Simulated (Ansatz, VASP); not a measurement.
## One calculation of SiO2, two programs

The input INCAR:

```
ALGO = Normal
EDIFF = 1E-6
ENCUT = 520
ISIF = 2
ISMEAR = 0
LASPH = T
LCHARG = F
LREAL = F
LWAVE = F
NBANDS = 25
NELM = 80
PREC = Accurate
SIGMA = 0.05
```

File KPOINTS:

```
k-points
0
Gamma
  8 8 8
```

File POSCAR:

```
SiO2
1.0
   -2.5319018616      2.5319018616      3.4466526724
    2.5319018616     -2.5319018616      3.4466526724
    2.5319018616      2.5319018616     -3.4466526724
Si O
2 4
Direct
    0.0000000000      0.0000000000      0.0000000000
    0.7500000000      0.2500000000      0.5000000000
    0.9742769968      0.6250000000      0.8492769968
    0.3750000000      0.2242769968      0.3492769968
    0.7757230032      0.1250000000      0.1507230032
    0.8750000000      0.0257230032      0.6507230032
```

Input for Ansatz:

```yaml
crystal:
  lattice:
    - [-2.5319018616, 2.5319018616, 3.4466526724]
    - [2.5319018616, -2.5319018616, 3.4466526724]
    - [2.5319018616, 2.5319018616, -3.4466526724]
  atoms:
    - { symbol: Si, position: [0.0, 0.0, 0.0] }
    - { symbol: Si, position: [0.75, 0.25, 0.5] }
    - { symbol: O, position: [0.9742769968, 0.625, 0.8492769968] }
    - { symbol: O, position: [0.375, 0.2242769968, 0.3492769968] }
    - { symbol: O, position: [0.7757230032, 0.125, 0.1507230032] }
    - { symbol: O, position: [0.875, 0.0257230032, 0.6507230032] }
basis:
  ecutwfc: 420
kpoints:
  mp_grid: { grid: [8, 8, 8] }
hamiltonian:
  xc: lda
scf:
  occupations: { method: gaussian, width: 0.05 }
output:
  forces: true
  stress: true
  eigenvalues: true
```

Alike in both runs: task single point; functional LDA; k mesh 8 × 8 × 8; occupations gaussian, width 0.05 eV; no spin polarisation.

|  | VASP | Ansatz |
| --- | --- | --- |
| version | VASP 6.6.1 | Ansatz 0.2.0 |
| potentials or method | VASP PAW LDA potentials, release 64 (Si, O), cutoff 520 eV | scalar-relativistic, plane waves, PAW |
| valence electrons in the cell | 32 | 32 |

|  | VASP | Ansatz | Ansatz less VASP |
| --- | --- | --- | --- |
| gap on the k mesh at the Fermi level (eV) | 5.74 | 5.74 | +0.002 |
| least direct gap on the mesh (eV) | 5.74 | 5.74 | +0.002 |
| pressure (GPa) | -0.2 | -0.7 | -0.56 |
| traceless stress, the component that is largest in VASP (GPa) | 2.56 | 2.60 | +0.038 |
| rms of the force components (eV/Å) | 0.037 | 0.051 | +0.0133 |

LDA's correlation is that of Perdew and Zunger in VASP and of Perdew and Wang (1992) in Ansatz. Atom by atom the forces differ by 0.013 eV/Å (rms over components).
